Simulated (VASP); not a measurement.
Wanted: the native input for a VASP 6.6.1 run.

```yaml
Task: single point
Functional: PBE
Potentials_or_basis: VASP PAW PBE potentials, release 64 (W_sv, C, H)
Cutoff: 520 eV
k_mesh: 2 × 2 × 1
Occupations: fermi-dirac, width 0.05 eV
Spin: no spin polarisation
Dipole_correction: no
Further_INCAR_settings: LREAL = Auto; ALGO = Normal; EDIFF = 1e-06; NBANDS = 86
```

The structure of HW8C8 lies in POSCAR:

```
HW8C8
1.0
    5.7958000000      0.0000000000      0.0000000000
    0.0000000000      5.6578000000      0.0000000000
    0.0000000000      0.0000000000     17.1827580000
W C H
8 8 1
Direct
    0.0000000000      0.0000000000      0.0581978749
    0.2692639498     -0.0155360741      0.1886775103
    0.0000000000      0.5000000000      0.0581978749
    0.2574968080      0.4905970519      0.1964760256
    0.5000000000      0.0000000000      0.0581978749
    0.7470409607     -0.0078122238      0.2027904950
    0.5000000000      0.5000000000      0.0581978749
    0.7911591152      0.4747074835      0.1990600112
    0.0287449532      0.2291880236      0.1414150161
    0.3151419994      0.2176464350      0.2899127137
    0.0179785362      0.7616918237      0.1384411047
    0.0705683426      0.7748418113      0.2623152814
    0.4899409918      0.2484004383      0.1422647051
    0.5247420546      0.1515783520      0.2759917820
    0.5128541358      0.7289229029      0.1479739166
    0.8356396011      0.7001131182      0.2895868056
   -0.2197453328      0.6932199795      0.3475635285
```

One way to write it, as run:

INCAR

```
SYSTEM = HW8C8
ALGO = Normal ; EDIFF = 1E-6
ENCUT = 520 ; GGA = PE
ISIF = 2 ; ISMEAR = -1
LASPH = .TRUE. ; LCHARG = .FALSE.
LREAL = Auto ; LWAVE = .FALSE.
NBANDS = 86 ; NELM = 60
PREC = Accurate ; SIGMA = 0.05
```

KPOINTS

```
k-points
0
G
  2 2 1
  0 0 0
```

Potentials or basis: VASP PAW PBE potentials, release 64 (W_sv, C, H).

Command:

```console
$ cat potpaw_PBE.64/W_sv/POTCAR potpaw_PBE.64/C/POTCAR potpaw_PBE.64/H/POTCAR > POTCAR
$ mpirun -np 1 vasp_std > vasp.out
```

Results of the run:

```json
{
 "Largest force": "3.855 eV/Å",
 "Band gap on the k mesh": "zero (an odd number of electrons rules out a gap without spin polarisation)"
}
```

Caveat: the k points lie up to 0.56 Å⁻¹ apart, too coarse for converged energies and pressures of a metal; the atoms stand as in a frame of molecular dynamics; there is no dipole correction, which matters where the two faces differ; spin-orbit coupling is left out, which moves the levels of the heavy elements.

Wall time 3.8 min on 1 thread of Intel(R) Xeon(R) 6975P-C (Granite Rapids), with other jobs on the host, peak memory 0.6 GiB.
